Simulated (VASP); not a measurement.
Here is a VASP 6.6.1 calculation.

INCAR

```
PREC = Accurate
ENCUT = 520
EDIFF = 1E-6
ISMEAR = 0
SIGMA = 0.05
LREAL = F
LASPH = T
NELM = 150
ALGO = Normal
ISIF = 2
LWAVE = F
LCHARG = F
ISPIN = 2
MAGMOM = 1.5 1.5 1.5 1.5
LORBIT = 11
LMAXMIX = 4
GGA = PE
NBANDS = 30
```

The input KPOINTS:

```
regular mesh
0
Gamma
  16 16 4
```

The input POSCAR:

```
Co
1.0
    2.4937131675      0.0000000000      0.0000000000
   -1.2468565838      2.1596189528      0.0000000000
    0.0000000000      0.0000000000      8.0601803757
Co
4
Direct
    0.3333333333      0.6666666667      0.1250000000
    0.6666666667      0.3333333333      0.3750000000
    0.3333333333      0.6666666667      0.6250000000
    0.6666666667      0.3333333333      0.8750000000
```

Potentials or basis: VASP PAW PBE potentials, release 64 (Co).

The run is started by

```bash
$ cat potpaw_PBE.64/Co/POTCAR > POTCAR
$ mpirun -np 1 vasp_std > vasp.out
```

Q: What does it give for the pressure?

A: -1.1 GPa.

Q: Estimate the net moment.

A: 6.30 μB per cell.

Stress tensor (GPa, compression positive):
```
-1.21  0.00  0.00
 0.00 -1.21  0.00
 0.00  0.00 -0.96
```
